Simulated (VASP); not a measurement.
# WSe2 in VASP: notebook, part 2 of 2

VASP 6.6.1. Earlier steps stand in the parts before.

## 5. Single point, r2SCAN (biaxial strain in the a-b plane: -4.0 %)

Contents of POSCAR:

```
WSe2
1.0
    3.1817890618      0.0000000000      0.0000000000
   -1.5908945309      2.7555101570      0.0000000000
    0.0000000000      0.0000000000     17.0584842176
W Se
1 2
Direct
    0.0000000000      0.0000000000      0.0000000000
    0.3333333333      0.6666666667      0.0999524282
    0.3333333333      0.6666666667      0.9000475718
```

Contents of INCAR.step1:

```
SYSTEM = WSe2
ALGO     = Normal         ! electronic algorithm
EDIFF    = 1E-4           ! SCF threshold, eV
ENCUT    = 520            ! plane-wave cutoff, eV
GGA      = PE             ! functional
ISMEAR   = 0              ! smearing method
LASPH    = .True.         ! aspherical terms in the spheres
LCHARG   = .False.        ! write CHGCAR
LREAL    = .False.        ! projectors in reciprocal space
LWAVE    = .True.         ! write WAVECAR
NBANDS   = 20             ! bands
NELM     = 100            ! most SCF steps
PREC     = Accurate       ! precision mode
SIGMA    = 0.02           ! smearing width, eV
```

Contents of INCAR.step2:

```
SYSTEM = WSe2
ALGO     = Normal         ! electronic algorithm
EDIFF    = 1E-6           ! SCF threshold, eV
ENCUT    = 520            ! plane-wave cutoff, eV
ISIF     = 2              ! what is computed and relaxed
ISMEAR   = 0              ! smearing method
ISTART   = 1            
LASPH    = .True.         ! aspherical terms in the spheres
LCHARG   = .False.        ! write CHGCAR
LMIXTAU  = .True.       
LREAL    = .False.        ! projectors in reciprocal space
LWAVE    = .False.        ! write WAVECAR
METAGGA  = R2SCAN         ! meta-GGA
NBANDS   = 20             ! bands
NELM     = 100            ! most SCF steps
PREC     = Accurate       ! precision mode
SIGMA    = 0.02           ! smearing width, eV
```

Contents of KPOINTS:

```
k-points
0
Gamma
  12 12 2
  0 0 0
```

Potentials or basis: VASP PAW PBE potentials, release 64 (W_sv, Se).

Run with:

```sh
> cat potpaw_PBE.64/W_sv/POTCAR potpaw_PBE.64/Se/POTCAR > POTCAR
> cp INCAR.step1 INCAR
> mpirun -np 1 vasp_std > vasp.out
> cp INCAR.step2 INCAR
> mpirun -np 1 vasp_std > vasp.out
```

OUTCAR:

```text
SYSTEM = WSe2
   EDIFF = 1E-6
   ENCUT = 520
   ISIF = 2
   ISMEAR = 0
   ISTART = 1
   LASPH = .True.
   LREAL = .False.
   METAGGA = R2SCAN
   NELM = 100
   PREC = Accurate

 ion  position               nearest neighbor table
   1  0.000  0.000  0.000-   2 2.51   3 2.51   2 2.51   3 2.51   2 2.51   3 2.51
   2  0.333  0.667  0.100-   1 2.51   1 2.51   1 2.51
   3  0.333  0.667  0.900-   1 2.51   1 2.51   1 2.51

  LATTYP: Found a hexagonal cell.
 ALAT       =     3.1817890618
 C/A-ratio  =     5.3612869635

  Lattice vectors:

 A1 = (   3.1817890618,   0.0000000000,   0.0000000000)
 A2 = (  -1.5908945309,   2.7555101570,   0.0000000000)
 A3 = (   0.0000000000,   0.0000000000,  17.0584842176)

Analysis of symmetry for initial positions (statically):
=====================================================================
 Subroutine PRICEL returns:
 Original cell was already a primitive cell.

 Routine SETGRP: Setting up the symmetry group for a
 hexagonal supercell.

 Subroutine GETGRP returns: Found 12 space group operations
 (whereof 12 operations were pure point group operations)
 out of a pool of 24 trial point group operations.

The static configuration has the point symmetry D_3h.

Analysis of symmetry for dynamics (positions and initial velocities):
=====================================================================
 Subroutine PRICEL returns:
 Original cell was already a primitive cell.

 Routine SETGRP: Setting up the symmetry group for a
 hexagonal supercell.

 Subroutine GETGRP returns: Found 12 space group operations
 (whereof 12 operations were pure point group operations)
 out of a pool of 24 trial point group operations.

The dynamic configuration has the point symmetry D_3h.

 Subroutine INISYM returns: Found 12 space group operations
 (whereof 12 operations are pure point group operations),
 and found     1 'primitive' translations

[... 112 lines left out ...]
   EFERMI_NEDOS =   21; number of points for ismear=-14 and -15
   IALGO  =     38    algorithm
   IMIX   =      4    mixing-type and parameters
     AMIX     =   0.40;   BMIX     =  1.00
     AMIX_MAG =   1.60;   BMIX_MAG =  1.00
  volume/ion in A,a.u.               =      49.85       336.43
  Fermi-wavevector in a.u.,A,eV,Ry     =   0.913681  1.726607 11.358324  0.834813
  Thomas-Fermi vector in A             =   2.038221
   LORBIT       =      0    0 simple, 1 ext, 2 COOP (PROOUT), +10 PAW based schemes
   METAGGA = R2SCAN    functional components
   LHFCALC =     F    Hartree Fock is set to
   AEXX    =    0.0000 exact exchange contribution
   IVDW    =     0    specifies the selected vdW correction
   LEPSILON=     F    determine dielectric tensor
   LRPA    =     F    only Hartree local field effects (RPA)
 non-spin polarized calculation
 Gauss-broadening in eV      SIGMA  =   0.02
  energy-cutoff  :      520.00
  volume of cell :      149.56
 maximum number of plane-waves:      4060
 NGX is ok and might be reduce to    24
   NGX = 11   NGY = 11   NGZ = 63

 number of electron      26.0000001 magnetization

 Free energy of the ion-electron system (eV)
  ---------------------------------------------------
  ext. energy  EPLUGINS =         0.00000000
  ---------------------------------------------------
  free energy    TOTEN  =       -81.58233830 eV

  energy without entropy =      -81.58233830  energy(sigma->0) =      -81.58233830

 E-fermi :  -0.4710     XC(G=0):  -4.9429

 val. band max:       -0.7349829674   @ k =   0.3333   0.3333   0.5000
 cond. band min:       0.9692188011   @ k =   0.1667   0.1667   0.0000
 fundamental gap:      1.7042017685
 Fermi energy:        -0.4710286027

 k-point     1 :       0.0000    0.0000    0.0000
  band No.  band energies     occupation
      1     -76.5646      2.00000
      2     -40.2481      2.00000
      3     -39.9955      2.00000
      4     -39.9955      2.00000
      5     -16.5572      2.00000
      6     -15.2296      2.00000
[... 541 lines left out ...]
     19       6.3852      0.00000
     20       6.6707      0.00000

 [... further k-points ...]

------------------------ aborting loop because EDIFF is reached ----------------------------------------

  FORCE on cell =-STRESS in cart. coord.  units (eV):
  Direction    XX          YY          ZZ          XY          YZ          ZX
  --------------------------------------------------------------------------------------
  -------------------------------------------------------------------------------------
  Total        4.2887546      4.2887546      0.5153010      0.0000000      0.0000000     -0.0000000
  in kB       45.9439084     45.9439084      5.5202368      0.0000000      0.0000000     -0.0000000
  external PRESSURE =      32.4693512 kB  Pullay stress =       0.0000000 kB

 VOLUME and BASIS-vectors are now :
 -----------------------------------------------------------------------------
  energy-cutoff  :      520.00
  volume of cell :      149.56
      direct lattice vectors                 reciprocal lattice vectors
     3.181789062  0.000000000  0.000000000     0.314288591  0.181454602  0.000000000
    -1.590894531  2.755510157  0.000000000     0.000000000  0.362909205  0.000000000
     0.000000000  0.000000000 17.058484218     0.000000000  0.000000000  0.058621856

 POSITION                                       TOTAL-FORCE (eV/Angst)
 -----------------------------------------------------------------------------------
      0.00000      0.00000      0.00000        -0.000000     -0.000000      0.000000
     -0.00000      1.83701      1.70504        -0.000000      0.000000      0.155448
     -0.00000      1.83701     15.35345         0.000000      0.000000     -0.155448
 -----------------------------------------------------------------------------------
    total drift:                                0.000001     -0.000000     -0.000000

  FREE ENERGIE OF THE ION-ELECTRON SYSTEM (eV)
  ---------------------------------------------------
  free  energy   TOTEN  =       -81.5823382962 eV

  energy  without entropy=      -81.5823382962  energy(sigma->0) =      -81.58233830
```

OUTCAR.step1:

```text
SYSTEM = WSe2
   EDIFF = 1E-4
   ENCUT = 520
   GGA = PE
   ISMEAR = 0
   LASPH = .True.
   LREAL = .False.
   NELM = 100
[... 776 lines left out ...]
      0.00000      0.00000      0.00000         0.000000      0.000000     -0.000000
     -0.00000      1.83701      1.70504        -0.000000      0.000000      0.536557
     -0.00000      1.83701     15.35345         0.000000     -0.000000     -0.536557
 -----------------------------------------------------------------------------------
    total drift:                                0.000000     -0.000000     -0.000000

  FREE ENERGIE OF THE ION-ELECTRON SYSTEM (eV)
  ---------------------------------------------------
  free  energy   TOTEN  =       -21.4410802494 eV

  energy  without entropy=      -21.4410802494  energy(sigma->0) =      -21.44108025
```

OSZICAR.step1:

```text
N       E                     dE             d eps       ncg     rms          rms(c)
DAV:   1     0.175272062904E+03    0.17527E+03   -0.12176E+04  1808   0.111E+03
DAV:   2    -0.919155451661E+01   -0.18446E+03   -0.17897E+03  1952   0.263E+02
DAV:   3    -0.220914801027E+02   -0.12900E+02   -0.12775E+02  2028   0.642E+01
DAV:   4    -0.223237952877E+02   -0.23232E+00   -0.23190E+00  1920   0.945E+00
DAV:   5    -0.223279341167E+02   -0.41388E-02   -0.41385E-02  1880   0.137E+00    0.231E+01
DAV:   6    -0.216472711490E+02    0.68066E+00   -0.36473E+00  1688   0.126E+01    0.845E+00
DAV:   7    -0.215322235324E+02    0.11505E+00   -0.16919E+00  1692   0.637E+00    0.413E+00
DAV:   8    -0.214445731087E+02    0.87650E-01   -0.40967E-01  1792   0.394E+00    0.706E-01
DAV:   9    -0.214428601529E+02    0.17130E-02   -0.24122E-02  1940   0.876E-01    0.607E-01
DAV:  10    -0.214415309478E+02    0.13292E-02   -0.45417E-03  1824   0.494E-01    0.868E-02
DAV:  11    -0.214413504506E+02    0.18050E-03   -0.36007E-04  1736   0.132E-01    0.814E-02
DAV:  12    -0.214411645940E+02    0.18586E-03   -0.14524E-04  1596   0.592E-02    0.173E-02
DAV:  13    -0.214410802494E+02    0.84345E-04   -0.89550E-05  1404   0.406E-02
   1 F= -.21441080E+02 E0= -.21441080E+02  d E =-.176860E-45
```

Wall time 15 min (1 thread of Intel Xeon 8259CL, shared host); peak memory 0.36 GiB.

What came out:

| Property | Result |
| --- | --- |
| Free energy | -81.5823 eV |
| Largest force | 0.155 eV/Å |
| Band gap on the k mesh | 1.70 eV (least direct gap 2.23 eV) |

Forces in eV/Å, atoms in the order of the input:
```
W    0.000  0.000  0.000
Se   0.000  0.000  0.155
Se   0.000  0.000 -0.155
```

Levels at points of the mesh, in eV from the valence-band top:
```csv
k point,band 10,band 11,band 12,band 13,band 14,band 15,band 16,band 17
"(0.00, 0.00, 0.00)",-2.26,-0.98,-0.98,-0.76,3.50,3.50,3.59,3.59
"(0.50, 0.00, 0.00)",-3.06,-2.61,-1.17,-0.70,3.09,3.16,4.15,4.86
"(0.00, 0.00, 0.50)",-2.26,-0.98,-0.98,-0.76,3.50,3.50,3.59,3.59
"(0.50, 0.00, 0.50)",-3.06,-2.61,-1.17,-0.70,3.09,3.16,4.15,4.86
```

Caveat: the cell differs from its parent crystal (biaxial strain in the a-b plane: -4.0 %); there is no dipole correction, which matters where the two faces differ; the PAW data sets were made with another functional, which shifts forces and pressure a little; spin-orbit coupling is left out, which moves the levels of the heavy elements.

## 6. Overview

| cell | gap on the mesh (eV) | largest force (eV/Å) |
| --- | --- | --- |
| a = 3.116, b = 3.116, c = 17.259 Å, angles 90.0, 90.0, 120.0°, 3 atoms, atomic positions A | 1.57 | 0.06 |
| a = 3.116, b = 3.116, c = 17.258 Å, angles 90.0, 90.0, 120.0°, 3 atoms, atomic positions B | 1.59 | 0.18 |
| a = 3.182, b = 3.182, c = 17.059 Å, angles 90.0, 90.0, 120.0°, 3 atoms, atomic positions B | 1.68 | 0.05 |
| a = 3.182, b = 3.182, c = 17.058 Å, angles 90.0, 90.0, 120.0°, 3 atoms, atomic positions C | 1.70 | 0.16 |

Alike in all rows: task single point; level r2SCAN; potentials or basis VASP PAW PBE potentials, release 64 (W_sv, Se); no spin polarisation; k mesh 12 × 12 × 2; cutoff (eV) 520; smearing gaussian 0.02 eV.

Caveats: there is no dipole correction, which matters where the two faces differ; the PAW data sets were made with another functional, which shifts forces and pressure a little; spin-orbit coupling is left out, which moves the levels of the heavy elements.

Absolute energies hang on the potentials; compare differences alone.
